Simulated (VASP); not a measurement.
# ZrB (Fm-3m) in VASP: a series of runs, part 2 of 2

VASP 6.6.1. The steps go on from the part before.

### 4 Single point, LDA+U

This run uses another cell than the first one, of 14.93 Å³/atom, 1.025 times its volume.

INCAR reads:

```
PREC     = Accurate       # precision mode
ENCUT    = 520            # plane-wave cutoff, eV
EDIFF    = 1E-6           # SCF threshold, eV
ISMEAR   = -1             # smearing method
SIGMA    = 0.05           # smearing width, eV
LREAL    = False          # projectors in reciprocal space
LASPH    = True           # aspherical terms in the spheres
NELM     = 150            # most SCF steps
ALGO     = Normal         # electronic algorithm
ISIF     = 2              # what is computed and relaxed
LWAVE    = False          # write WAVECAR
LCHARG   = False          # write CHGCAR
LMAXMIX  = 4              # l up to which the mixer works
LDAU     = True           # DFT+U
LDAUTYPE = 2            
LDAUL    = 2 -1           # shell
LDAUU    = 6 0            # U, eV
LDAUJ    = 0 0          
LDAUPRINT= 1            
GGA      = CA             # functional
NBANDS   = 14             # bands
```

KPOINTS reads:

```
Automatic mesh
0
Gamma
  10 10 10
```

POSCAR reads:

```
ZrB
1.0
    0.0000000000      2.4624058257      2.4624058257
    2.4624058257      0.0000000000      2.4624058257
    2.4624058257      2.4624058257      0.0000000000
Zr B
1 1
Direct
    0.0000000000      0.0000000000      0.0000000000
    0.5000000000      0.5000000000      0.5000000000
```

Potentials or basis: VASP PAW LDA potentials, release 64 (Zr_sv, B).

On the command line:

```sh
> cat potpaw_LDA.64/Zr_sv/POTCAR potpaw_LDA.64/B/POTCAR > POTCAR
> mpirun -np 1 vasp_std > vasp.out
```

OUTCAR:

```text
PREC = Accurate
   ENCUT = 520
   EDIFF = 1E-6
   ISMEAR = -1
   LREAL = False
   LASPH = True
   NELM = 150
   ISIF = 2
   GGA = CA

 ion  position               nearest neighbor table
   1  0.000  0.000  0.000-   2 2.46   2 2.46   2 2.46   2 2.46   2 2.46   2 2.46
   2  0.500  0.500  0.500-   1 2.46   1 2.46   1 2.46   1 2.46   1 2.46   1 2.46

  LATTYP: Found a face centered cubic cell.
 ALAT       =     4.9248116514

  Lattice vectors:

 A1 = (   0.0000000000,   2.4624058257,   2.4624058257)
 A2 = (   2.4624058257,   0.0000000000,   2.4624058257)
 A3 = (   2.4624058257,   2.4624058257,   0.0000000000)

Analysis of symmetry for initial positions (statically):
=====================================================================
 Subroutine PRICEL returns:
 Original cell was already a primitive cell.

 Routine SETGRP: Setting up the symmetry group for a
 face centered cubic supercell.

 Subroutine GETGRP returns: Found 48 space group operations
 (whereof 48 operations were pure point group operations)
 out of a pool of 48 trial point group operations.

The static configuration has the point symmetry O_h .

Analysis of symmetry for dynamics (positions and initial velocities):
=====================================================================
 Subroutine PRICEL returns:
 Original cell was already a primitive cell.

 Routine SETGRP: Setting up the symmetry group for a
 face centered cubic supercell.

 Subroutine GETGRP returns: Found 48 space group operations
 (whereof 48 operations were pure point group operations)
 out of a pool of 48 trial point group operations.

The dynamic configuration has the point symmetry O_h .

 Subroutine INISYM returns: Found 48 space group operations
 (whereof 48 operations are pure point group operations),
 and found     1 'primitive' translations

----------------------------------------------------------------------------------------
[... 164 lines left out ...]
  o =  0.2116  v =  0.0000  0.0000 -0.9998  0.0000  0.0191  0.0000  0.0000  0.0000  0.0000  0.0000      0.0000  0.0000  0.0000  0.0000  0.0000  0.0000  0.0000  0.0000  0.0000  0.0000
  o =  0.2116  v =  0.0000  0.0000  0.0000  0.0000  0.0000  0.0000  0.0000  0.0191 -0.0000  0.9998      0.0000  0.0000  0.0000  0.0000  0.0000  0.0000  0.0000  0.0000  0.0000  0.0000
  o =  0.2116  v =  0.0000  0.0000  0.0191 -0.0000  0.9998  0.0000  0.0000  0.0000  0.0000  0.0000      0.0000  0.0000  0.0000  0.0000  0.0000  0.0000  0.0000  0.0000  0.0000  0.0000

 number of electron      15.0000000 magnetization

 Free energy of the ion-electron system (eV)
  ---------------------------------------------------
  ext. energy  EPLUGINS =         0.00000000
  ---------------------------------------------------
  free energy    TOTEN  =       -13.67535012 eV

  energy without entropy =      -13.66639976  energy(sigma->0) =      -13.67087494

 E-fermi :   7.9140     XC(G=0): -11.6141

 val. band max:        7.8388126864   @ k =  -0.4000   0.4000   0.1000
 cond. band min:       8.0056521679   @ k =  -0.2000   0.1000   0.0000
 fundamental gap:      0.1668394815
 Fermi energy:         7.9139880247

 k-point     1 :       0.0000    0.0000    0.0000
  band No.  band energies     occupation
      1     -40.7539      2.00000
      2     -18.6794      2.00000
      3     -18.6794      2.00000
      4     -18.6794      2.00000
      5      -0.5161      2.00000
      6      10.2019      0.00000
      7      10.2019      0.00000
      8      10.2019      0.00000
      9      11.0062      0.00000
     10      11.0062      0.00000
     11      11.0062      0.00000
     12      11.2917      0.00000
     13      11.2917      0.00000
     14      17.8669      0.00000
[... 377 lines left out ...]
      1     -40.6969      2.00000
      2     -19.0422      2.00000
      3     -18.8275      2.00000
      4     -18.8125      2.00000
      5       1.7978      2.00000
      6       5.9211      2.00000
      7       7.5600      1.99832
      8       8.8863      0.00000
      9       9.6501      0.00000
     10      12.9110      0.00000
     11      14.5340      0.00000
     12      14.6672      0.00000
     13      17.4861      0.00000
     14      18.7685      0.00000

 [... further k-points ...]
[... 5 lines left out ...]
  --------------------------------------------------------------------------------------
  -------------------------------------------------------------------------------------
  Total        0.6966404      0.6966404      0.6966404      0.0000000     -0.0000000     -0.0000000
  in kB       37.3775104     37.3775104     37.3775104      0.0000000     -0.0000000     -0.0000000
  external PRESSURE =      37.3775104 kB  Pullay stress =       0.0000000 kB

 VOLUME and BASIS-vectors are now :
 -----------------------------------------------------------------------------
  energy-cutoff  :      520.00
  volume of cell :       29.86
      direct lattice vectors                 reciprocal lattice vectors
     0.000000000  2.462405826  2.462405826    -0.203053451  0.203053451  0.203053451
     2.462405826  0.000000000  2.462405826     0.203053451 -0.203053451  0.203053451
     2.462405826  2.462405826  0.000000000     0.203053451  0.203053451 -0.203053451

 POSITION                                       TOTAL-FORCE (eV/Angst)
 -----------------------------------------------------------------------------------
      0.00000      0.00000      0.00000         0.000000      0.000000      0.000000
      2.46241      2.46241      2.46241        -0.000000     -0.000000     -0.000000
 -----------------------------------------------------------------------------------
    total drift:                               -0.000000      0.000000      0.000000

  FREE ENERGIE OF THE ION-ELECTRON SYSTEM (eV)
  ---------------------------------------------------
  free  energy   TOTEN  =       -13.6753501160 eV

  energy  without entropy=      -13.6663997602  energy(sigma->0) =      -13.67087494
```

stdout:

```text
POSCAR found type information on POSCAR ZrB
 POSCAR found :  2 types and       2 ions
 scaLAPACK will be used
 LDA part: xc-table for (Slater(with rela. corr.)+CA(PZ))
 , standard interpolation
 POSCAR, INCAR and KPOINTS ok, starting setup
 FFT: planning ... GRIDC
 FFT: planning ... GRID_SOFT
 FFT: planning ... GRID
 WAVECAR not read
 entering main loop
```

It took 8.9 s on 1 thread of Intel Xeon 6975P-C (Granite Rapids), shared host; peak memory 0.15 GiB.

Results:

```yaml
Free_energy: -13.6754 eV
Pressure: 3.7 GPa
```

Levels at points of the mesh, in eV from the Fermi level:
```tsv
k point	band 4	band 5	band 6	band 7	band 8	band 9	band 10	band 11	band 12	band 13
(0.00, 0.00, 0.00)	-26.59	-8.43	2.29	2.29	2.29	3.09	3.09	3.09	3.38	3.38
(0.50, 0.00, 0.00)	-26.65	-4.48	-4.05	-1.06	-1.06	5.52	5.52	6.43	6.86	11.27
(0.50, 0.50, 0.00)	-26.77	-6.09	-1.34	-0.43	1.62	1.62	4.84	6.58	6.58	8.12
```

Eigenvalues of the final occupation matrices:
```csv
site,spin,trace,eigenvalues
site 1 d,1,0.69,0.09 0.09 0.09 0.21 0.21
site 1 d,2,0.69,0.09 0.09 0.09 0.21 0.21
```

Caveat: U without spin polarisation on a metal has little footing; the U is typed as a test and isn't derived for this compound.

### 5 Single point, LDA+U

This run uses another cell than the first one, of 15.48 Å³/atom, 1.063 times its volume.

INCAR reads:

```
PREC     = Accurate       # precision mode
ENCUT    = 520            # plane-wave cutoff, eV
EDIFF    = 1E-7           # SCF threshold, eV
ISMEAR   = -1             # smearing method
SIGMA    = 0.05           # smearing width, eV
LREAL    = F              # projectors in reciprocal space
LASPH    = T              # aspherical terms in the spheres
NELM     = 150            # most SCF steps
ALGO     = Normal         # electronic algorithm
ISIF     = 2              # what is computed and relaxed
LWAVE    = F              # write WAVECAR
LCHARG   = T              # write CHGCAR
LMAXMIX  = 4              # l up to which the mixer works
LDAU     = T              # DFT+U
LDAUTYPE = 2            
LDAUL    = 2 -1           # shell
LDAUU    = 8 0            # U, eV
LDAUJ    = 0 0          
LDAUPRINT= 1            
LELF     = T              # ELF
LVHAR    = T            
NBANDS   = 14             # bands
```

KPOINTS reads:

```
regular mesh
0
Gamma
  10 10 10
```

POSCAR reads:

```
ZrB
1.0
    0.0000000000      2.4923242498      2.4923242498
    2.4923242498      0.0000000000      2.4923242498
    2.4923242498      2.4923242498      0.0000000000
Zr B
1 1
Direct
    0.0000000000      0.0000000000      0.0000000000
    0.5000000000      0.5000000000      0.5000000000
```

Potentials or basis: VASP PAW LDA potentials, release 64 (Zr_sv, B).

On the command line:

```sh
> cat potpaw_LDA.64/Zr_sv/POTCAR potpaw_LDA.64/B/POTCAR > POTCAR
> mpirun -np 1 vasp_std > vasp.out
```

OUTCAR:

```text
PREC = Accurate
   ENCUT = 520
   EDIFF = 1E-7
   ISMEAR = -1
   LREAL = F
   LASPH = T
   NELM = 150
   ISIF = 2

 ion  position               nearest neighbor table
   1  0.000  0.000  0.000-   2 2.49   2 2.49   2 2.49   2 2.49   2 2.49   2 2.49
   2  0.500  0.500  0.500-   1 2.49   1 2.49   1 2.49   1 2.49   1 2.49   1 2.49

  LATTYP: Found a face centered cubic cell.
 ALAT       =     4.9846484996

  Lattice vectors:

 A1 = (   0.0000000000,   2.4923242498,   2.4923242498)
 A2 = (   2.4923242498,   0.0000000000,   2.4923242498)
[... 621 lines left out ...]
      9       9.4780      0.00000
     10      12.7672      0.00000
     11      14.4711      0.00000
     12      14.5870      0.00000
     13      17.0088      0.00000
     14      17.9415      0.00000

 [... further k-points ...]
[... 5 lines left out ...]
  --------------------------------------------------------------------------------------
  -------------------------------------------------------------------------------------
  Total        0.3268334      0.3268334      0.3268334      0.0000000      0.0000000     -0.0000000
  in kB       16.9119406     16.9119406     16.9119406      0.0000000      0.0000000     -0.0000000
  external PRESSURE =      16.9119406 kB  Pullay stress =       0.0000000 kB

 VOLUME and BASIS-vectors are now :
 -----------------------------------------------------------------------------
  energy-cutoff  :      520.00
  volume of cell :       30.96
      direct lattice vectors                 reciprocal lattice vectors
     0.000000000  2.492324250  2.492324250    -0.200615951  0.200615951  0.200615951
     2.492324250  0.000000000  2.492324250     0.200615951 -0.200615951  0.200615951
     2.492324250  2.492324250  0.000000000     0.200615951  0.200615951 -0.200615951

 POSITION                                       TOTAL-FORCE (eV/Angst)
 -----------------------------------------------------------------------------------
      0.00000      0.00000      0.00000        -0.000000      0.000000      0.000000
      2.49232      2.49232      2.49232         0.000000     -0.000000     -0.000000
 -----------------------------------------------------------------------------------
    total drift:                               -0.000000      0.000000      0.000000

  FREE ENERGIE OF THE ION-ELECTRON SYSTEM (eV)
  ---------------------------------------------------
  free  energy   TOTEN  =       -12.5824540620 eV

  energy  without entropy=      -12.5752476667  energy(sigma->0) =      -12.57885086
```

OSZICAR:

```text
N       E                     dE             d eps       ncg     rms          rms(c)
DAV:   1     0.101595448777E+03    0.10160E+03   -0.76746E+03  1316   0.101E+03
DAV:   2    -0.115485653581E+02   -0.11314E+03   -0.10761E+03  1646   0.281E+02
DAV:   3    -0.155874598754E+02   -0.40389E+01   -0.39978E+01  2154   0.456E+01
DAV:   4    -0.156553751997E+02   -0.67915E-01   -0.67908E-01  1456   0.577E+00
DAV:   5    -0.156566876913E+02   -0.13125E-02   -0.13125E-02  2008   0.585E-01    0.130E+01
DAV:   6    -0.126420358352E+02    0.30147E+01   -0.52666E+00  1622   0.175E+01    0.382E+00
DAV:   7    -0.125749616276E+02    0.67074E-01   -0.66064E-01  1744   0.531E+00    0.154E+00
DAV:   8    -0.125789875377E+02   -0.40259E-02   -0.80341E-02  1740   0.208E+00    0.445E-01
DAV:   9    -0.125829764829E+02   -0.39889E-02   -0.17499E-02  1634   0.925E-01    0.303E-01
DAV:  10    -0.125823173157E+02    0.65917E-03   -0.31939E-03  1550   0.559E-01    0.772E-02
DAV:  11    -0.125824497589E+02   -0.13244E-03   -0.22141E-04  1802   0.145E-01    0.371E-02
DAV:  12    -0.125824545103E+02   -0.47514E-05   -0.18850E-05  1658   0.390E-02    0.724E-03
DAV:  13    -0.125824540966E+02    0.41370E-06   -0.40485E-06  1436   0.166E-02    0.454E-03
DAV:  14    -0.125824540620E+02    0.34646E-07   -0.21497E-07  1354   0.487E-03
   1 F= -.12582454E+02 E0= -.12578851E+02  d E =-.720640E-02
```

Run time: 9.9 s. Hardware: 1 thread of Intel Xeon 6975P-C (Granite Rapids), shared host; peak memory 0.15 GiB.

Results:

```
Free energy : -12.5825 eV
Pressure    : 1.7 GPa
```

Eigenvalues of the final occupation matrices:
| site | spin | trace | eigenvalues |
| --- | --- | --- | --- |
| site 1 d | 1 | 0.63 | 0.08 0.08 0.08 0.20 0.20 |
| site 1 d | 2 | 0.63 | 0.08 0.08 0.08 0.20 0.20 |

Caveat: U without spin polarisation on a metal has little footing; the U is typed as a test and isn't derived for this compound.

### 6 The runs side by side

```csv
U,cell,gap on the mesh (eV),pressure (GPa)
Zr d U = 4.0 eV,"a = 3.453 Å, angles 60.0°, 2 atoms",none,3.8
Zr d U = 5.0 eV,"a = 3.467 Å, angles 60.0°, 2 atoms",none,4.0
Zr d U = 6.0 eV,"a = 3.482 Å, angles 60.0°, 2 atoms",none,3.7
Zr d U = 8.0 eV,"a = 3.525 Å, angles 60.0°, 2 atoms",none,1.7
```

Alike in all rows: task single point; level LDA+U; potentials or basis VASP PAW LDA potentials, release 64 (Zr_sv, B); no spin polarisation; k mesh 10 × 10 × 10; cutoff (eV) 520; smearing fermi-dirac 0.05 eV.

Caveats: U without spin polarisation on a metal has little footing; the U is typed as a test and isn't derived for this compound.

Total energies depend on the potentials used, so only differences within one code and one set of settings carry meaning.
